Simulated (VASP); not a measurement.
Bi2Te3:

```
CELL_PARAMETERS angstrom
5.56706 0.00000 0.00000
0.00000 5.56706 0.00000
0.00000 0.00000 5.56706
ATOMIC_POSITIONS crystal
Bi 0.00000 0.00000 0.00000
Bi 0.50000 0.50000 0.50000
Te 0.00000 0.50000 0.50000
Te 0.50000 0.00000 0.50000
Te 0.50000 0.50000 0.00000
```

The cell was generated, and may not be a known phase.

* Program: VASP 6.6.1
* Task: relaxation of cell and atoms
* Functional: PBE
* Potentials or basis: VASP PAW PBE potentials, release 64 (Bi_d, Te)
* Cutoff: 600 eV
* k mesh: 4 × 4 × 4
* Occupations: gaussian, width 0.1 eV
* Spin: no spin polarisation

At the start: pressure 7.0 GPa; volume 34.51 Å³/atom.

**Question.** How do energy, volume and symmetry change on relaxing?

**Answer.** Over 3 steps the energy falls by 105.6 meV/atom and the volume is 40.09 Å³/atom (+16.2 %); space group Pm-3m (No. 221, to 0.1 Å) before and after.

Step by step:
| step | energy change (eV) | largest force (eV/Å) | pressure (GPa) | volume (Å³) |
| --- | --- | --- | --- | --- |
| 1 | 0.0000 | 0.0000 | 6.97 | 172.54 |
| 2 | -0.4638 | 0.0000 | -1.57 | 212.80 |
| 3 | -0.5278 | 0.0000 | 0.04 | 200.46 |

Final structure:
```cif
data_structure
_symmetry_space_group_name_H-M 'P 1'
_symmetry_Int_Tables_number 1
_cell_length_a 5.8526
_cell_length_b 5.8526
_cell_length_c 5.8526
_cell_angle_alpha 90.000
_cell_angle_beta 90.000
_cell_angle_gamma 90.000
_cell_volume 200.46
loop_
_atom_site_label
_atom_site_type_symbol
_atom_site_fract_x
_atom_site_fract_y
_atom_site_fract_z
_atom_site_occupancy
Bi1 Bi 0.00000 0.00000 0.00000 1
Bi2 Bi 0.50000 0.50000 0.50000 1
Te1 Te 0.00000 0.50000 0.50000 1
Te2 Te 0.50000 0.00000 0.50000 1
Te3 Te 0.50000 0.50000 0.00000 1
```

Caveat: the volume moved by over 15 % at a fixed basis, so the end points are rough.
